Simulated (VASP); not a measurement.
# Cu (P6_3/mmc) in VASP: further runs, part 2 of 2

VASP 6.6.1. Earlier steps stand in the parts before.

**5. Single point, PBEsol**

This run uses another cell than the first one, of 12.12 Å³/atom, 1.060 times its volume.

Input file INCAR:

```
PREC = Accurate
ENCUT = 520
EDIFF = 1E-6
ISMEAR = -1
SIGMA = 0.1
LREAL = False
LASPH = True
NELM = 80
ALGO = Normal
ISIF = 2
LWAVE = False
LCHARG = True
GGA = PS
LELF = True
LVHAR = True
NBANDS = 18
```

Input file KPOINTS:

```
Automatic mesh
0
Gamma
  13 13 7
```

Input file POSCAR:

```
Cu
1.0
    2.5838008533      0.0000000000      0.0000000000
   -1.2919004267      2.2376321040      0.0000000000
    0.0000000000      0.0000000000      4.1932291051
Cu
2
Direct
    0.3333333333      0.6666666667      0.2500000000
    0.6666666667      0.3333333333      0.7500000000
```

Potentials or basis: VASP PAW PBE potentials, release 64 (Cu).

Command:

```bash
$ cat potpaw_PBE.64/Cu/POTCAR > POTCAR
$ mpirun -np 1 vasp_std > vasp.out
```

OUTCAR:

```text
PREC = Accurate
   ENCUT = 520
   EDIFF = 1E-6
   ISMEAR = -1
   LREAL = False
   LASPH = True
   NELM = 80
   ISIF = 2
   GGA = PS

 ion  position               nearest neighbor table
   1  0.333  0.667  0.250-   2 2.57   2 2.57   2 2.57   2 2.57   2 2.57   2 2.57
   2  0.667  0.333  0.750-   1 2.57   1 2.57   1 2.57   1 2.57   1 2.57   1 2.57

  LATTYP: Found a hexagonal cell.
 ALAT       =     2.5838008533
 C/A-ratio  =     1.6228917564

  Lattice vectors:

[... 691 lines left out ...]
 [... further k-points ...]

------------------------ aborting loop because EDIFF is reached ----------------------------------------

  FORCE on cell =-STRESS in cart. coord.  units (eV):
  Direction    XX          YY          ZZ          XY          YZ          ZX
  --------------------------------------------------------------------------------------
  -------------------------------------------------------------------------------------
  Total       -1.5127605     -1.5127537     -1.0606537      0.0000000      0.0000000      0.0000000
  in kB      -99.9733992    -99.9729459    -70.0951383      0.0000000      0.0000000      0.0000000
  external PRESSURE =     -90.0138278 kB  Pullay stress =       0.0000000 kB

 VOLUME and BASIS-vectors are now :
 -----------------------------------------------------------------------------
  energy-cutoff  :      520.00
  volume of cell :       24.24
      direct lattice vectors                 reciprocal lattice vectors
     2.583800853  0.000000000  0.000000000     0.387026732  0.223450494  0.000000000
    -1.291900427  2.237632104  0.000000000     0.000000000  0.446900989  0.000000000
     0.000000000  0.000000000  4.193229105     0.000000000  0.000000000  0.238479695

 POSITION                                       TOTAL-FORCE (eV/Angst)
 -----------------------------------------------------------------------------------
     -0.00000      1.49175      1.04831        -0.000000      0.000000      0.000000
      1.29190      0.74588      3.14492         0.000000     -0.000000      0.000000
 -----------------------------------------------------------------------------------
    total drift:                               -0.000000      0.000000     -0.000000

  FREE ENERGIE OF THE ION-ELECTRON SYSTEM (eV)
  ---------------------------------------------------
  free  energy   TOTEN  =        -8.5715132274 eV

  energy  without entropy=       -8.5543664422  energy(sigma->0) =       -8.56293983
```

OSZICAR:

```text
N       E                     dE             d eps       ncg     rms          rms(c)
DAV:   1     0.119764455272E+03    0.11976E+03   -0.10633E+04  3288   0.216E+03
DAV:   2    -0.498498292073E+01   -0.12475E+03   -0.11840E+03  3042   0.286E+02
DAV:   3    -0.106579696187E+02   -0.56730E+01   -0.54947E+01  3434   0.840E+01
DAV:   4    -0.107188624537E+02   -0.60893E-01   -0.60839E-01  3648   0.921E+00
DAV:   5    -0.107196769197E+02   -0.81447E-03   -0.81444E-03  3714   0.918E-01    0.118E+01
DAV:   6    -0.953501793655E+01    0.11847E+01   -0.13957E+01  3218   0.107E+02    0.646E+00
DAV:   7    -0.859475966993E+01    0.94026E+00   -0.29020E+00  3272   0.446E+01    0.656E-01
DAV:   8    -0.857730181644E+01    0.17458E-01   -0.30320E-02  4464   0.281E+00    0.569E-01
DAV:   9    -0.857147575722E+01    0.58261E-02   -0.94192E-03  3484   0.275E+00    0.268E-02
DAV:  10    -0.857151082602E+01   -0.35069E-04   -0.25153E-04  4512   0.231E-01    0.547E-03
DAV:  11    -0.857151321324E+01   -0.23872E-05   -0.15889E-06  2716   0.309E-02    0.176E-03
DAV:  12    -0.857151322745E+01   -0.14210E-07   -0.52884E-07  2052   0.147E-02
   1 F= -.85715132E+01 E0= -.85629398E+01  d E =-.171468E-01
```

stdout:

```text
POSCAR found type information on POSCAR Cu
 POSCAR found :  1 types and       2 ions
 scaLAPACK will be used
 -----------------------------------------------------------------------------
|                                                                             |
|                                                                             |
|     You enforced a specific xc type in the INCAR file but a different       |
|     I HOPE YOU KNOW WHAT YOU ARE DOING!                                     |
|                                                                             |
 -----------------------------------------------------------------------------

 LDA part: xc-table for (Slater+PW92), standard interpolation
 POSCAR, INCAR and KPOINTS ok, starting setup
 FFT: planning ... GRIDC
 FFT: planning ... GRID_SOFT
 FFT: planning ... GRID
 WAVECAR not read
 entering main loop
```

Run time: 45 s. Hardware: 1 thread of AMD EPYC 7R43 (Zen 3), shared host; peak memory 0.12 GiB.

What came out:

* Free energy: -8.5715 eV
* Pressure: -9.0 GPa
* Band gap on the k mesh: zero (band 11 reaches 10.02 eV, above the bottom of band 12 at 5.24 eV)

Levels at points of the mesh, in eV from the Fermi level:
```
           k point  band 9  band 10  band 11  band 12  band 13  band 14
(0.00, 0.00, 0.00)   -2.42    -1.69    -1.69    -0.89     3.70    21.05
```

Caveat: the PAW data sets were made with another functional, which shifts forces and pressure a little.

**6. Summary**

```tsv
cell	gap on the mesh (eV)	pressure (GPa)
a = 2.534, b = 2.534, c = 4.113 Å, angles 90.0, 90.0, 120.0°, 2 atoms	none	-1.0
a = 2.551, b = 2.551, c = 4.140 Å, angles 90.0, 90.0, 120.0°, 2 atoms	none	-4.0
a = 2.567, b = 2.567, c = 4.167 Å, angles 90.0, 90.0, 120.0°, 2 atoms	none	-6.6
a = 2.584, b = 2.584, c = 4.193 Å, angles 90.0, 90.0, 120.0°, 2 atoms	none	-9.0
```

Alike in all rows: task single point; level PBEsol; potentials or basis VASP PAW PBE potentials, release 64 (Cu); no spin polarisation; k mesh 13 × 13 × 7; cutoff (eV) 520; smearing fermi-dirac 0.1 eV.

Caveats: the PAW data sets were made with another functional, which shifts forces and pressure a little.

Absolute energies hang on the potentials; compare differences alone.
